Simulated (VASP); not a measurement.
# WS2 (P1) in VASP: single point with PBE+D3(BJ)

Aim: the single point of WS2 with PBE+D3(BJ).

Everything below comes from runs of VASP 6.6.1. Logs are shortened: lines on timing, memory, paths and dates and some standing lists are left out, and cuts for length are marked.

## 1. The cell of the first run

The typed cell holds 6 atoms: a = 3.190 Å, b = 3.009 Å, c = 12.159 Å, α = 91.17°, β = 89.33°, γ = 120.91°.

## 2. Single point, PBE+D3(BJ) (atoms moved at random and the cell strained at random)

The input, INCAR:

```
PREC     = Accurate       # precision mode
ENCUT    = 520            # plane-wave cutoff, eV
EDIFF    = 1E-7           # SCF threshold, eV
ISMEAR   = 0              # smearing method
SIGMA    = 0.05           # smearing width, eV
LREAL    = F              # projectors in reciprocal space
LASPH    = T              # aspherical terms in the spheres
NELM     = 60             # most SCF steps
ALGO     = Normal         # electronic algorithm
ISIF     = 2              # what is computed and relaxed
LWAVE    = F              # write WAVECAR
LCHARG   = T              # write CHGCAR
GGA      = PE             # functional
IVDW     = 12             # dispersion correction
LELF     = T              # ELF
LVHAR    = T            
NBANDS   = 35             # bands
```

The input, KPOINTS:

```
Automatic mesh
0
Gamma
  12 12 4
```

The input, POSCAR:

```
WS2
1.0
    3.1894337253      0.0292988643      0.0186830764
   -1.5693433019      2.5672388222     -0.0315034949
    0.0719074269     -0.0984924241     12.1586202747
W S
2 4
Direct
    0.2058196895      0.6123488158      0.2603118719
    0.6239089539      0.3812122022      0.7419512803
    0.3851269030      0.6376046486      0.6141298809
    0.6716148018      0.2839551454      0.1144574973
    0.4101382581      0.6920042185      0.8805026642
    0.7033913939      0.3928749695      0.3886468053
```

Potentials or basis: VASP PAW PBE potentials, release 64 (W_sv, S).

On the command line:

```console
cat potpaw_PBE.64/W_sv/POTCAR potpaw_PBE.64/S/POTCAR > POTCAR
mpirun -np 1 vasp_std > vasp.out
```

OUTCAR:

```text
PREC = Accurate
   ENCUT = 520
   EDIFF = 1E-7
   ISMEAR = 0
   LREAL = F
   LASPH = T
   NELM = 60
   ISIF = 2
   GGA = PE
   IVDW = 12
 IVDW          = 12

 ion  position               nearest neighbor table
   1  0.206  0.612  0.260-   6 2.08   4 2.30   4 2.54   6 2.56   6 2.56   4 2.78
   2  0.624  0.381  0.742-   3 2.07   5 2.18   3 2.48   5 2.50   3 2.63   5 2.76
   3  0.385  0.638  0.614-   2 2.07   2 2.48   2 2.63
   4  0.672  0.284  0.114-   1 2.30   1 2.54   1 2.78
   5  0.410  0.692  0.881-   2 2.18   2 2.50   2 2.76
   6  0.703  0.393  0.389-   1 2.08   1 2.56   1 2.56

  LATTYP: Found a triclinic cell.
 ALAT       =     3.0090772738
 B/A-ratio  =     1.0171003337
 C/A-ratio  =     4.0408506370
 COS(alpha) =     0.0079304415
 COS(beta)  =     0.0204640497
 COS(gamma) =     0.4477888175

  Lattice vectors:

 A1 = (  -1.5693433019,   2.5672388222,  -0.0315034949)
 A2 = (   1.6200904234,   2.5965376865,  -0.0128204185)
 A3 = (  -0.0719074269,   0.0984924241, -12.1586202747)

Analysis of symmetry for initial positions (statically):
=====================================================================
 Subroutine PRICEL returns:
 Original cell was already a primitive cell.

 Routine SETGRP: Setting up the symmetry group for a
 triclinic supercell.

 Subroutine GETGRP returns: Found  1 space group operations
 (whereof  1 operations were pure point group operations)
 out of a pool of  2 trial point group operations.

The static configuration has the point symmetry C_1 .

Analysis of symmetry for dynamics (positions and initial velocities):
=====================================================================
 Subroutine PRICEL returns:
 Original cell was already a primitive cell.

 Routine SETGRP: Setting up the symmetry group for a
 triclinic supercell.

 Subroutine GETGRP returns: Found  1 space group operations
 (whereof  1 operations were pure point group operations)
 out of a pool of  2 trial point group operations.

The dynamic configuration has the point symmetry C_1 .

 Subroutine INISYM returns: Found  1 space group operations
 (whereof  1 operations are pure point group operations),
 and found     1 'primitive' translations

----------------------------------------------------------------------------------------

                                     Primitive cell

  volume of cell :     100.1038

  direct lattice vectors                    reciprocal lattice vectors
     3.189433725  0.029298864  0.018683076     0.311786235  0.190590055 -0.000300040
    -1.569343302  2.567238822 -0.031503495    -0.003577027  0.387375702  0.003159140
     0.071907427 -0.098492424 12.158620275    -0.000488363  0.000710844  0.082254821

  length of vectors
     3.189623014  3.009077274 12.159231819     0.365424842  0.387405098  0.082259342

  position of ions in fractional coordinates (direct lattice)
     0.205819689  0.612348816  0.260311872
     0.623908954  0.381212202  0.741951280
     0.385126903  0.637604649  0.614129881
     0.671614802  0.283955145  0.114457497
     0.410138258  0.692004219  0.880502664
     0.703391394  0.392874969  0.388646805

  ion indices of the primitive-cell ions
   primitive index   ion index
                 1           1
                 2           2
                 3           3
                 4           4
                 5           5
                 6           6

----------------------------------------------------------------------------------------

 KPOINTS: Automatic mesh

Automatic generation of k-mesh.
 Grid dimensions read from file:
 generate k-points for:   12   12    4

 Generating k-lattice:

  Cartesian coordinates                     Fractional coordinates (reciprocal lattice)
     0.025982186  0.015882505 -0.000025003     0.083333333 -0.000000000  0.000000000
    -0.000298086  0.032281308  0.000263262     0.000000000  0.083333333 -0.000000000
    -0.000122091  0.000177711  0.020563705    -0.000000000  0.000000000  0.250000000

  Length of vectors
     0.030452070  0.032283758  0.020564835

  Shift w.r.t. Gamma in fractional coordinates (k-lattice)
     0.000000000  0.000000000  0.000000000

 Subroutine IBZKPT returns following result:
 ===========================================

 Found    292 irreducible k-points:

 Following reciprocal coordinates:
            Coordinates               Weight
  0.000000  0.000000  0.000000      1.000000
  0.083333 -0.000000  0.000000      2.000000
  0.166667 -0.000000  0.000000      2.000000
  0.250000 -0.000000  0.000000      2.000000
  0.333333 -0.000000  0.000000      2.000000
  0.416667  0.000000  0.000000      2.000000
[... 16 lines left out ...]
  0.250000  0.166667  0.000000      2.000000
  0.333333  0.166667  0.000000      2.000000
 [... further k-points ...]
   k-points           NKPTS =    292   k-points in BZ     NKDIM =    292   number of bands    NBANDS=     35
   number of dos      NEDOS =    301   number of ions     NIONS =      6
   total plane-waves  NPLWV =  51840
   dimension x,y,z NGX =    24 NGY =   24 NGZ =   90
   dimension x,y,z NGXF=    48 NGYF=   48 NGZF=  180
   ions per type =               2   4
   NGX,Y,Z   is equivalent  to a cutoff of  12.51, 13.26, 12.31 a.u.
   NGXF,Y,Z  is equivalent  to a cutoff of  25.02, 26.52, 24.61 a.u.
 SYSTEM =  unknown system
   PREC   = accura    normal or accurate (medium, high low for compatibility)
   ISTART =      0    job   : 0-new  1-cont  2-samecut
   ICHARG =      2    charge: 1-file 2-atom 10-const
   ISPIN  =      1    spin polarized calculation?
   LNONCOLLINEAR =      F non collinear calculations
   LSORBIT =      F    spin-orbit coupling
   LASPH  =      T    aspherical Exc in radial PAW
   ENCUT  =  520.0 eV  38.22 Ry    6.18 a.u.   5.93  5.59 22.61*2*pi/ulx,y,z
   NELM   =     60;   NELMIN=  2; NELMDL= -5     # of ELM steps
   EDIFF  = 0.1E-06   stopping-criterion for ELM
   LREAL  =      F    real-space projection
   EDIFFG = 0.1E-05   stopping-criterion for IOM
   NSW    =      0    number of steps for IOM
   IBRION =     -1    ionic relax: 0-MD 1-quasi-New 2-CG
   NFREE  =      0    steps in history (QN), initial steepest desc. (CG)
   ISIF   =      2    stress and relaxation
   ISYM   =      2    0-nonsym 1-usesym 2-fastsym
   POTIM  = 0.5000    time-step for ionic-motion
   TEBEG  =    0.0;   TEEND  =   0.0 temperature during run
   PSTRESS=    0.0 pullay stress
   NELECT =      52.0000    total number of electrons
   NUPDOWN=      -1.0000    fix difference up-down
   EMIN   =  10.00;   EMAX   =-10.00  energy-range for DOS
   EFERMI =   0.00;   METHOD = LEGACY
   ISMEAR =     0;   SIGMA  =   0.05  broadening in eV -4-tet -1-fermi 0-gaus
   EFERMI_NEDOS =   21; number of points for ismear=-14 and -15
   IALGO  =     38    algorithm
   IMIX   =      4    mixing-type and parameters
     AMIX     =   0.40;   BMIX     =  1.00
     AMIX_MAG =   1.60;   BMIX_MAG =  1.00
  volume/ion in A,a.u.               =      16.68       112.59
  Fermi-wavevector in a.u.,A,eV,Ry     =   1.316010  2.486898 23.563683  1.731882
  Thomas-Fermi vector in A             =   2.446152
   LORBIT       =      0    0 simple, 1 ext, 2 COOP (PROOUT), +10 PAW based schemes
   GGA     = PE    functional components
   LHFCALC =     F    Hartree Fock is set to
   AEXX    =    0.0000 exact exchange contribution
   IVDW    =    12    specifies the selected vdW correction
   LEPSILON=     F    determine dielectric tensor
   LRPA    =     F    only Hartree local field effects (RPA)
 non-spin polarized calculation
 Gauss-broadening in eV      SIGMA  =   0.05
  energy-cutoff  :      520.00
  volume of cell :      100.10
 maximum number of plane-waves:      2724
   NGX = 11   NGY = 11   NGZ = 45

 number of electron      52.0000000 magnetization

 Free energy of the ion-electron system (eV)
  ---------------------------------------------------
  ext. energy  EPLUGINS =         0.00000000
  ---------------------------------------------------
  free energy    TOTEN  =       -42.95191071 eV

  energy without entropy =      -42.95151284  energy(sigma->0) =      -42.95171177

 E-fermi :   8.6300     XC(G=0): -11.3556

 val. band max:        8.5170705352   @ k =   0.0000   0.4167   0.0000
 cond. band min:       8.6332373367   @ k =   0.0000  -0.0000   0.5000
 fundamental gap:      0.1161668015
 Fermi energy:         8.6300237793

 k-point     1 :       0.0000    0.0000    0.0000
  band No.  band energies     occupation
      1     -66.2590      2.00000
      2     -66.1475      2.00000
      3     -30.7312      2.00000
      4     -30.7045      2.00000
      5     -30.3674      2.00000
      6     -30.2771      2.00000
[... 27 lines left out ...]
     34      12.2259      0.00000
     35      14.7504      0.00000

 k-point     2 :       0.0833   -0.0000    0.0000
  band No.  band energies     occupation
      1     -66.2575      2.00000
      2     -66.1460      2.00000
      3     -30.7273      2.00000
      4     -30.7003      2.00000
      5     -30.3941      2.00000
      6     -30.2917      2.00000
[... 27 lines left out ...]
     34      12.3556      0.00000
     35      14.9382      0.00000

 k-point     3 :       0.1667   -0.0000    0.0000
  band No.  band energies     occupation
      1     -66.2533      2.00000
      2     -66.1419      2.00000
      3     -30.7184      2.00000
      4     -30.6892      2.00000
      5     -30.4663      2.00000
      6     -30.3391      2.00000
[... 27 lines left out ...]
     34      12.5478      0.00000
     35      15.2767      0.00000
[... 723 lines left out ...]
 k-point    23 :       0.2500    0.1667    0.0000
  band No.  band energies     occupation
      1     -66.2369      2.00000
      2     -66.1257      2.00000
      3     -30.7440      2.00000
      4     -30.6486      2.00000
      5     -30.6092      2.00000
      6     -30.4831      2.00000
[... 27 lines left out ...]
     34      13.4301      0.00000
     35      14.1661      0.00000

 k-point    24 :       0.3333    0.1667    0.0000
  band No.  band energies     occupation
      1     -66.2339      2.00000
      2     -66.1227      2.00000
      3     -30.7851      2.00000
      4     -30.6480      2.00000
      5     -30.6102      2.00000
      6     -30.5320      2.00000
[... 27 lines left out ...]
     34      13.3995      0.00000
     35      13.7250      0.00000

 [... further k-points ...]

------------------------ aborting loop because EDIFF is reached ----------------------------------------

 Edisp (eV)   -2.73779

 E8    (eV) :    -1.1516

  FORCE on cell =-STRESS in cart. coord.  units (eV):
  Direction    XX          YY          ZZ          XY          YZ          ZX
  --------------------------------------------------------------------------------------
  -------------------------------------------------------------------------------------
  Total       7.28940     9.31427    11.41307    -2.51297    -4.50987    -1.54182
  in kB     116.66805   149.07647   182.66803   -40.22054   -72.18121   -24.67710
  external pressure =      149.47 kB  Pullay stress =        0.00 kB

 VOLUME and BASIS-vectors are now :
 -----------------------------------------------------------------------------
  energy-cutoff  :      520.00
  volume of cell :      100.10
      direct lattice vectors                 reciprocal lattice vectors
     3.189433725  0.029298864  0.018683076     0.311786235  0.190590055 -0.000300040
    -1.569343302  2.567238822 -0.031503495    -0.003577027  0.387375702  0.003159140
     0.071907427 -0.098492424 12.158620275    -0.000488363  0.000710844  0.082254821

 POSITION                                       TOTAL-FORCE (eV/Angst)
 -----------------------------------------------------------------------------------
     -0.28582      1.55244      3.14959         6.367551      2.783456     -4.472760
      1.44502      0.92387      9.02075         7.677815     -2.925787      3.057100
      0.27188      1.58768      7.45408        -4.796955      2.024016     -3.893100
      1.70468      0.73739      1.39525        -1.834734     -0.281562      1.212462
      0.28543      1.70183     10.69156        -2.973436      0.834335      0.940047
      1.65481      0.99093      4.72617        -4.440242     -2.434458      3.156250
 -----------------------------------------------------------------------------------
    total drift:                               -0.000160      0.000043     -0.000066

  FREE ENERGIE OF THE ION-ELECTRON SYSTEM (eV)
  ---------------------------------------------------
  free  energy   TOTEN  =       -45.6897003730 eV

  energy  without entropy=      -45.6893025015  energy(sigma->0) =      -45.68950144
```

Wall time 20 min (1 thread of Intel Xeon Platinum 8488C (Sapphire Rapids), shared host); peak memory 0.81 GiB.

Results:

```
Free energy                : -45.6897 eV
Pressure                   : 14.9 GPa
Largest force              : 8.767 eV/Å
Band gap on the k mesh     : zero (bands 26 and 27 overlap by 0.08 eV)
Dispersion energy per atom : -0.456 eV
```

Forces in eV/Å, atoms in the order of the input:
```
W    6.368  2.783 -4.473
W    7.678 -2.926  3.057
S   -4.797  2.024 -3.893
S   -1.835 -0.282  1.212
S   -2.973  0.834  0.940
S   -4.440 -2.434  3.156
```

Stress tensor (GPa, compression positive):
```
11.67 -4.02 -2.47
-4.02 14.91 -7.22
-2.47 -7.22 18.27
```

Caveat: the cell differs from its parent crystal (atoms moved at random and the cell strained at random); the stress differs along the axes, from 12 to 18 GPa; spin-orbit coupling is left out, which moves the levels of the heavy elements; forces of over 1 eV/Å act on the atoms, so gaps and moduli don't describe the material at rest.

The gap in the log of VASP goes by the Fermi energy; the results here count the filled bands.